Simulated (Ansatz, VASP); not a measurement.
# One calculation of Te, two programs

Contents of INCAR:

```
SYSTEM = Te
PREC = Accurate
ENCUT = 520
EDIFF = 1E-7
ISMEAR = -1
SIGMA = 0.05
LREAL = .False.
LASPH = .True.
NELM = 60
ALGO = Normal
ISIF = 2
LWAVE = .False.
LCHARG = .True.
LELF = .True.
LVHAR = .True.
NBANDS = 16
```

KPOINTS

```
regular mesh
0
Gamma
  8 8 5
  0 0 0
```

POSCAR

```
Te
1.0
    4.1788575223      0.0000000000      0.0000000000
   -2.0894287611      3.6189967731      0.0000000000
    0.0000000000      0.0000000000      5.7422675827
Te
3
Direct
    0.2855404174      1.0000000000      0.3333333333
    1.0000000000      0.2855404174      0.6666666667
    0.7144595826      0.7144595826      1.0000000000
```

Input for Ansatz:

```yaml
crystal:
  lattice:
    - [4.1788575223, 0.0, 0.0]
    - [-2.0894287611, 3.6189967731, 0.0]
    - [0.0, 0.0, 5.7422675827]
  atoms:
    - { symbol: Te, position: [0.2855404174, 1.0, 0.3333333333] }
    - { symbol: Te, position: [1.0, 0.2855404174, 0.6666666667] }
    - { symbol: Te, position: [0.7144595826, 0.7144595826, 1.0] }
hamiltonian:
  xc: lda
  pseudopotentials:
    kind: paw
    azcp:
      Te: "pseudopotentials/Te.paw.azcp"
basis:
  ecutwfc: 420
  fft_grid_basis: typed
kpoints:
  mp_grid: { grid: [8, 8, 5], shift: [0, 0, 0] }
magnetization:
  spin_polarized: false
scf:
  occupations: { method: fermi_dirac, width: 0.05 }
output:
  stress: true
```

Alike in both runs: task single point; functional LDA; k mesh 8 × 8 × 5; occupations fermi-dirac, width 0.05 eV; no spin polarisation.

|  | VASP | Ansatz |
| --- | --- | --- |
| version | VASP 6.6.1 | Ansatz 0.2.0 |
| potentials or method | VASP PAW LDA potentials, release 64 (Te), cutoff 520 eV | plane waves (420 eV) with PAW, scalar-relativistic |
| valence electrons in the cell | 18 | 48 |

VASP gave:

```
pressure (GPa)                                                : 6.0
traceless stress, the component that is largest in VASP (GPa) : 1.75
```

Which values does Ansatz return?

Pressure (GPa): 5.7; traceless stress, the component that is largest in VASP (GPa): 1.65.

Ansatz warns that its potentials were made for another functional, while VASP's fit it. LDA's correlation is that of Perdew and Zunger in VASP and of Perdew and Wang (1992) in Ansatz. VASP's potentials hold 18 valence electrons a cell and Ansatz's 48, so a difference there can come from the potentials and not from the codes.

Neither program's run includes spin-orbit coupling.
